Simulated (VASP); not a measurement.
Here is a VASP 6.6.1 calculation.

File INCAR:

```
PREC     = Accurate       # precision mode
ENCUT    = 520            # plane-wave cutoff, eV
EDIFF    = 1E-8           # SCF threshold, eV
ISMEAR   = -1             # smearing method
SIGMA    = 0.02           # smearing width, eV
LREAL    = False          # projectors in reciprocal space
LASPH    = True           # aspherical terms in the spheres
NELM     = 100            # most SCF steps
ALGO     = Normal         # electronic algorithm
ISIF     = 2              # what is computed and relaxed
LWAVE    = False          # write WAVECAR
LCHARG   = False          # write CHGCAR
GGA      = PE             # functional
LEFG     = True         
NBANDS   = 45             # bands
```

The input KPOINTS:

```
Automatic mesh
0
Gamma
  4 4 9
```

File POSCAR:

```
Si3N4
1.0
    7.6322000000      0.0000000000      0.0000000000
   -3.8161000000      6.6096790868      0.0000000000
    0.0000000000      0.0000000000      2.9191000000
Si N
6 8
Direct
    0.1952000000      0.7656000000      0.2500000000
    0.4296000000      0.1952000000      0.7500000000
    0.2344000000      0.4296000000      0.2500000000
    0.8048000000      0.2344000000      0.7500000000
    0.5704000000      0.8048000000      0.2500000000
    0.7656000000      0.5704000000      0.7500000000
    0.3333333333      0.6666666667      0.2500000000
    0.6666666667      0.3333333333      0.7500000000
    0.3394000000      0.0362000000      0.2500000000
    0.3032000000      0.3394000000      0.7500000000
    0.9638000000      0.3032000000      0.2500000000
    0.6606000000      0.9638000000      0.7500000000
    0.6968000000      0.6606000000      0.2500000000
    0.0362000000      0.6968000000      0.7500000000
```

Potentials or basis: VASP PAW PBE potentials, release 64 (Si, N).

The run is started by

```console
$ cat potpaw_PBE.64/Si/POTCAR potpaw_PBE.64/N/POTCAR > POTCAR
$ mpirun -np 1 vasp_std > vasp.out
```

(1) Estimate the band gap on the k mesh.

(2) Predict the largest force.

(3) What does it give for the pressure?

Answers

(1) 3.66 eV (least direct gap 4.27 eV).

(2) 9.338 eV/Å.

(3) 10.5 GPa.

Caveat: the cell stands under pressure; without QUAD_EFG the Cq values of the log hold for a quadrupole moment of 1 mb, not for the nuclei; an odd mesh through Γ misses points on the zone boundary, where band edges can lie; forces of over 1 eV/Å act on the atoms, so gaps and moduli don't describe the material at rest.
